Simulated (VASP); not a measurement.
Crystal: Mn.

```
Mn
1.0
     1.97374    1.13954    0.77189
    -1.97374    1.13954    0.77189
     0.00000   -2.27908    0.77189
Mn
1
Direct
  0.50000 0.50000 0.50000
```

| Quantity | Value |
| --- | --- |
| Program | VASP 6.6.1 |
| Task | relaxation of cell and atoms |
| Functional | PBEsol |
| Potentials or basis | VASP PAW PBE potentials, release 64 (Mn_pv) |
| Cutoff | 500 eV |
| k mesh | 9 × 9 × 9 |
| Occupations | gaussian, width 0.1 eV |
| Spin | no spin polarisation |

At the start: pressure -0.9 GPa; volume 10.42 Å³/atom.

**Question.** How do energy, volume and symmetry change on relaxing?

**Answer.** Over 5 steps the energy falls by 8.8 meV/atom and the volume is 10.37 Å³/atom (-0.5 %); space group Im-3m (No. 229, to 0.05 Å).

Step by step:
```csv
step,energy change (eV),largest force (eV/Å),pressure (GPa),volume (Å³)
1,0.0000,0.0000,-0.91,10.42
2,-0.0080,0.0000,1.38,10.32
3,-0.0083,0.0000,2.21,10.30
4,-0.0070,0.0000,-3.72,10.50
5,-0.0088,0.0000,0.10,10.37
```

Final structure:
```
Mn
1.0
     1.94208    1.12126    0.79332
    -1.94208    1.12126    0.79332
     0.00000   -2.24252    0.79332
Mn
1
Direct
  0.50000 0.50000 0.50000
```

Caveat: the k points lie up to 0.36 Å⁻¹ apart in the final cell; the PAW data sets were made with another functional, which shifts forces and pressure a little; the run has no spin polarisation, though such a crystal can be magnetic.
